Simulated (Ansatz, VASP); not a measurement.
One calculation of AlH5, two programs

```
Al H
1.0
     3.08376    0.00000    0.00000
    -1.54188    2.67062    0.00000
     0.00000    0.00000    5.07540
Al H
1 5
Direct
  0.33333 0.66667 0.00000
  0.66667 0.33333 0.50000
  0.45971 0.54029 0.50000
  0.45971 0.91942 0.50000
  0.08058 0.54029 0.50000
  0.00000 0.00000 0.50000
```

Alike in both runs: functional PBE; k mesh 12 × 12 × 8; occupations gaussian, width 0.1 eV; no spin polarisation.

Ansatz relaxed the structure, and its values are those at the end. VASP's run is a single point on that final structure, the one shown.

```csv
,VASP,Ansatz
version,VASP 6.6.1,Ansatz 0.2.0
potentials or method,"VASP PAW PBE potentials, release 64 (Al, H), cutoff 520 eV","scalar-relativistic, plane waves, PAW"
valence electrons in the cell,8,8
```

Ansatz gave:

| Quantity | Value |
| --- | --- |
| gap on the k mesh at the Fermi level (eV) | none |
| pressure (GPa) | 0.0 |

Which values does VASP return?

gap on the k mesh at the Fermi level (eV): none; pressure (GPa): -0.2.

A gap of «none» marks a metal or a gap that the smearing closes. With one functional, cell and mesh, what is left measures potentials, basis and numerics.
